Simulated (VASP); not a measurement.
A run of VASP 6.6.1:

Contents of POSCAR.step1:

```
Nb
1.0
   -1.6124542557      1.6124542557      1.6124542557
    1.6124542557     -1.6124542557      1.6124542557
    1.6124542557      1.6124542557     -1.6124542557
Nb
1
Direct
    0.0000000000      0.0000000000      0.0000000000
```

POSCAR.step2

```
Nb
1.0
   -1.6299823056      1.6299823056      1.6299823056
    1.6299823056     -1.6299823056      1.6299823056
    1.6299823056      1.6299823056     -1.6299823056
Nb
1
Direct
    0.0000000000      0.0000000000      0.0000000000
```

Contents of POSCAR.step3:

```
Nb
1.0
   -1.6471412750      1.6471412750      1.6471412750
    1.6471412750     -1.6471412750      1.6471412750
    1.6471412750      1.6471412750     -1.6471412750
Nb
1
Direct
    0.0000000000      0.0000000000      0.0000000000
```

File POSCAR.step4:

```
Nb
1.0
   -1.6639500000      1.6639500000      1.6639500000
    1.6639500000     -1.6639500000      1.6639500000
    1.6639500000      1.6639500000     -1.6639500000
Nb
1
Direct
    0.0000000000      0.0000000000      0.0000000000
```

The input POSCAR.step5:

```
Nb
1.0
   -1.6804258240      1.6804258240      1.6804258240
    1.6804258240     -1.6804258240      1.6804258240
    1.6804258240      1.6804258240     -1.6804258240
Nb
1
Direct
    0.0000000000      0.0000000000      0.0000000000
```

Contents of POSCAR.step6:

```
Nb
1.0
   -1.6965847559      1.6965847559      1.6965847559
    1.6965847559     -1.6965847559      1.6965847559
    1.6965847559      1.6965847559     -1.6965847559
Nb
1
Direct
    0.0000000000      0.0000000000      0.0000000000
```

The input POSCAR.step7:

```
Nb
1.0
   -1.7124416073      1.7124416073      1.7124416073
    1.7124416073     -1.7124416073      1.7124416073
    1.7124416073      1.7124416073     -1.7124416073
Nb
1
Direct
    0.0000000000      0.0000000000      0.0000000000
```

File INCAR:

```
  ALGO = Normal
  EDIFF = 1E-7
  ENCUT = 570
  GGA = AM
  GGA_COMPAT = False
  ISIF = 2
  ISMEAR = 1
  LASPH = True
  LCHARG = False
  LREAL = False
  LWAVE = False
  NELM = 120
  NSW = 0
  PREC = Accurate
  SIGMA = 0.1
```

File KPOINTS:

```
k-points
0
Gamma
  14 14 14
```

Potentials or basis: VASP PAW PBE potentials, release 64 (Nb_sv_GW).

Launch:

```bash
$ cat potpaw_PBE.64/Nb_sv_GW/POTCAR > POTCAR
$ cp POSCAR.step1 POSCAR
$ mpirun -np 1 vasp_std > vasp.out
$ cp POSCAR.step2 POSCAR
$ mpirun -np 1 vasp_std > vasp.out
$ cp POSCAR.step3 POSCAR
$ mpirun -np 1 vasp_std > vasp.out
$ cp POSCAR.step4 POSCAR
$ mpirun -np 1 vasp_std > vasp.out
$ cp POSCAR.step5 POSCAR
$ mpirun -np 1 vasp_std > vasp.out
$ cp POSCAR.step6 POSCAR
$ mpirun -np 1 vasp_std > vasp.out
$ cp POSCAR.step7 POSCAR
$ mpirun -np 1 vasp_std > vasp.out
```

Hardware: 1 thread of Intel(R) Xeon(R) 6975P-C (Granite Rapids), with other jobs on the host.

Question: Estimate the wall time of this run.

Answer: Run time: 71 s on 1 thread of Intel(R) Xeon(R) 6975P-C (Granite Rapids), on a shared host, peak memory 0.16 GiB. Counts: k points 104.
